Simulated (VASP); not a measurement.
Set up this calculation in VASP 6.6.1, as the native input.

- Task: single point
- Functional: PBE
- Potentials or basis: VASP PAW PBE potentials, release 64 (Ge_d, N)
- Cutoff: 520 eV
- k mesh: 6 × 6 × 6
- Occupations: gaussian, width 0.1 eV
- Spin: no spin polarisation
- Dipole correction: no
- Further INCAR settings: ALGO = Normal; EDIFF = 1e-06; NBANDS = 24

The structure of Ge2N lies in POSCAR:

```
Ge2N
1.0
    3.4939173548      0.0000000000      0.0000000000
   -1.7469586774      3.0258211880      0.0000000000
    0.0000000000      0.0000000000      3.7725021273
Ge N
2 1
Direct
    0.3333333333      0.6666666667      0.5000000000
    0.6666666667      0.3333333333      0.5000000000
    0.0000000000      0.0000000000      0.0000000000
```

These files were run (other wordings do the same):

INCAR

```
  PREC = Accurate
  ENCUT = 520
  EDIFF = 1E-6
  ISMEAR = 0
  SIGMA = 0.1
  LREAL = False
  LASPH = True
  NELM = 80
  ALGO = Normal
  ISIF = 2
  LWAVE = False
  LCHARG = False
  GGA = PE
  NBANDS = 24
```

KPOINTS

```
regular mesh
0
Gamma
  6 6 6
```

Potentials or basis: VASP PAW PBE potentials, release 64 (Ge_d, N).

Run with:

```bash
$ cat potpaw_PBE.64/Ge_d/POTCAR potpaw_PBE.64/N/POTCAR > POTCAR
$ mpirun -np 1 vasp_std > vasp.out
```

It gave:

```yaml
Pressure: 58.4 GPa
```

It took 18 s on 1 thread of AMD EPYC 7R13 Processor (Zen 3) (shared host), peak memory 0.13 GiB.
